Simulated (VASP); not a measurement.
Write the native input for VASP 6.6.1 that does the following.

```
Task                   : single point
Functional             : PBE
Potentials or basis    : VASP PAW PBE potentials, release 64 (C, H)
Cutoff                 : 520 eV
k mesh                 : 5 × 5 × 1
Occupations            : gaussian, width 0.05 eV
Spin                   : no spin polarisation
Dipole correction      : yes
Further INCAR settings : LREAL = Auto; ALGO = Normal; EDIFF = 1e-06; NBANDS = 68
```

The structure of HC12 lies in POSCAR:

```
HC12
1.0
    5.0509324483      0.0000000000      0.0000000000
    0.0000000000      5.0509324483      0.0000000000
    0.0000000000      0.0000000000     22.3754933530
C H
24 2
Direct
    0.0000000000      0.2500000000      0.1787670080
    0.0000000000      0.7500000000      0.1787670080
    0.5000000000      0.2500000000      0.1787670080
    0.5000000000      0.7500000000      0.1787670080
    0.0000000000      0.0000000000      0.2186716990
    0.0000000000      0.5000000000      0.2186716990
    0.5000000000      0.0000000000      0.2186716990
    0.5000000000      0.5000000000      0.2186716990
    0.2500000000      0.0000000000      0.2585763899
    0.2500000000      0.5000000000      0.2585763899
    0.7500000000      0.0000000000      0.2585763899
    0.7500000000      0.5000000000      0.2585763899
    0.2500000000      0.2500000000      0.2976014419
    0.2500000000      0.7500000000      0.2976014419
    0.7500000000      0.2500000000      0.2976014419
    0.7500000000      0.7500000000      0.2976014419
    0.0000000000      0.2500000000      0.3394883053
    0.0000000000      0.7500000000      0.3394883053
    0.5000000000      0.2500000000      0.3394883053
    0.5000000000      0.7500000000      0.3394883053
    0.0000000000      0.0000000000      0.3743154719
    0.0000000000      0.5000000000      0.3743154719
    0.5000000000      0.0000000000      0.3743154719
    0.5000000000      0.5000000000      0.3743154719
    0.7376721994      0.3750000000      0.4516322029
    1.2623278006      0.3750000000      0.4516322029
```

One way to write it, as run:

INCAR

```
PREC = Accurate
ENCUT = 520
EDIFF = 1E-6
ISMEAR = 0
SIGMA = 0.05
LREAL = Auto
LASPH = True
NELM = 80
ALGO = Normal
ISIF = 2
LWAVE = False
LCHARG = False
LDIPOL = True
IDIPOL = 3
DIPOL = 0.5 0.5 0.291
GGA = PE
NBANDS = 68
```

KPOINTS

```
regular mesh
0
Gamma
  5 5 1
```

Potentials or basis: VASP PAW PBE potentials, release 64 (C, H).

The run is started by

```console
$ cat potpaw_PBE.64/C/POTCAR potpaw_PBE.64/H/POTCAR > POTCAR
$ mpirun -np 1 vasp_std > vasp.out
```

Results of the run:

```json
{
 "Largest force": "2.514 eV/Å",
 "Band gap on the k mesh": "zero (band 49 reaches -2.34 eV, above the bottom of band 50 at -2.75 eV)"
}
```

It took 15 min on 1 thread of Intel(R) Xeon(R) Platinum 8375C CPU @ 2.90GHz (Ice Lake), with other jobs on the host, peak memory 0.66 GiB.
